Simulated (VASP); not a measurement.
A run of VASP 6.6.1 is set up as follows.

INCAR

```
SYSTEM = SnO
  PREC = Accurate
  ENCUT = 520
  EDIFF = 1E-7
  ISMEAR = 0
  SIGMA = 0.15
  LREAL = .False.
  LASPH = .True.
  NELM = 80
  ALGO = Normal
  ISIF = 2
  LWAVE = .False.
  LCHARG = .False.
  GGA = PS
  NBANDS = 28
```

KPOINTS

```
Automatic mesh
0
Gamma
  12 12 10
  0 0 0
```

POSCAR

```
SnO
1.0
    3.9333641658      0.0000000000      0.0000000000
    0.0000000000      3.9333641658      0.0000000000
    0.0000000000      0.0000000000      4.6217028948
Sn O
2 2
Direct
    0.0000000000      0.5000000000      0.2425296443
    0.5000000000      0.0000000000      0.7574703557
    0.0000000000      0.0000000000      0.0000000000
    0.5000000000      0.5000000000      0.0000000000
```

Potentials or basis: VASP PAW PBE potentials, release 64 (Sn_d, O).

Command:

```console
$ cat potpaw_PBE.64/Sn_d/POTCAR potpaw_PBE.64/O/POTCAR > POTCAR
$ mpirun -np 1 vasp_std > vasp.out
```

Predict the band gap on the k mesh.

0.33 eV (least direct gap 1.74 eV).

Predict the largest force.

0.178 eV/Å.

Predict the pressure.

-4.0 GPa.

Stress tensor (GPa, compression positive):
```
-5.66  0.00  0.00
 0.00 -5.66  0.00
 0.00  0.00 -0.78
```

Caveat: the cell stands under tension; the PAW data sets were made with another functional, which shifts forces and pressure a little; spin-orbit coupling is left out, which moves the levels of the heavy elements. A k mesh can miss the band edges.
